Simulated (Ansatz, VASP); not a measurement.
## TiC: VASP beside Ansatz

```
Ti C
1.0
     0.00000    2.20635    2.20635
     2.20635    0.00000    2.20635
     2.20635    2.20635    0.00000
Ti C
1 1
Direct
  0.00000 0.00000 0.00000
  0.50000 0.50000 0.50000
```

Alike in both runs: task single point; functional r2SCAN; k mesh 16 × 16 × 16; occupations gaussian, width 0.1 eV; no spin polarisation.

|  | VASP | Ansatz |
| --- | --- | --- |
| version | VASP 6.6.1 | Ansatz 0.2.0 |
| potentials or method | VASP PAW PBE potentials, release 64 (Ti_sv, C), cutoff 520 eV | scalar-relativistic, plane waves, PAW |
| valence electrons in the cell | 16 | 16 |

|  | VASP | Ansatz | Ansatz less VASP |
| --- | --- | --- | --- |
| gap on the k mesh at the Fermi level (eV) | none | none | - |
| pressure (GPa) | -12.8 | -13.6 | -0.84 |

VASP's potentials were made for PBE, not for r2SCAN. A gap of «none» marks a metal or a gap that the smearing closes. With one functional, cell and mesh, what is left measures potentials, basis and numerics.
